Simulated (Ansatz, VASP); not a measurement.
Two plane-wave programs on ReBi

```xyz
2
Lattice="0.0000 3.1098 3.1098 3.1098 0.0000 3.1098 3.1098 3.1098 0.0000" Properties=species:S:1:pos:R:3 pbc="T T T"
Re    0.0000    0.0000    0.0000
Bi    1.5549    1.5549    1.5549
```

Alike in both runs: task single point; functional PBE; k mesh 10 × 10 × 10; no spin polarisation.

|  | VASP | Ansatz |
| --- | --- | --- |
| version | VASP 6.6.1 | Ansatz 0.2.0 |
| potentials or method | VASP PAW PBE potentials, release 64 (Re, Bi_d), cutoff 520 eV | scalar-relativistic, plane waves, PAW |
| occupations | tetrahedron | tetrahedron-uncorrected |
| valence electrons in the cell | 22 | 30 |

```tsv
	VASP	Ansatz	Ansatz less VASP
gap on the k mesh at the Fermi level (eV)	none	none	-
pressure (GPa)	0.0	0.0	+0.01
```

A gap of «none» marks a metal or a gap that the smearing closes. VASP's potentials hold 22 valence electrons a cell and Ansatz's 30, so a difference there can come from the potentials and not from the codes. Ansatz's warnings: band table not solved further.

Spin-orbit coupling is off throughout.
